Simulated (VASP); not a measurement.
ZrAg2, 6 atoms in the cell. The structure is tetragonal, space group I4/mmm (No. 139). Conventional cell: a = 3.582 Å, b = 3.582 Å, c = 8.794 Å, α = 90.00°, β = 90.00°, γ = 90.00°. Within 3.8 Å of Zr (site symmetry 4/mmm) lie 10 Ag at 2.89 to 2.95 Å and 4 Zr at 3.58 Å. Ag (site symmetry 4mm) has 9 Ag at 2.88 to 3.58 Å and 5 Zr at 2.89 to 2.95 Å within 3.8 Å.  This cell differs from its parent crystal: biaxial strain in the a-b plane: +2.0 %.

| Item | Value |
| --- | --- |
| Program | VASP 6.6.1 |
| Task | single point |
| Functional | PBEsol |
| Potentials or basis | VASP PAW PBE potentials, release 64 (Zr_sv, Ag) |
| Cutoff | 520 eV |
| k mesh | 10 × 10 × 4 |
| Occupations | gaussian, width 0.1 eV |
| Spin | no spin polarisation |
| Dipole correction | no |
| Further INCAR settings | ALGO = Fast; EDIFF = 1e-07; NBANDS = 43 |

Potentials or basis: VASP PAW PBE potentials, release 64 (Zr_sv, Ag).

The run is started by

```console
$ cat potpaw_PBE.64/Zr_sv/POTCAR potpaw_PBE.64/Ag/POTCAR > POTCAR
$ mpirun -np 1 vasp_std > vasp.out
```

Hardware: 1 thread of Intel(R) Xeon(R) 6975P-C (Granite Rapids) (shared host).

**Question.** How long does it take, and how much memory?

**Answer.** Wall time 5 min on 1 thread of Intel(R) Xeon(R) 6975P-C (Granite Rapids), on a shared host, peak memory 0.39 GiB. Counts: scf iterations 28, k points 63.
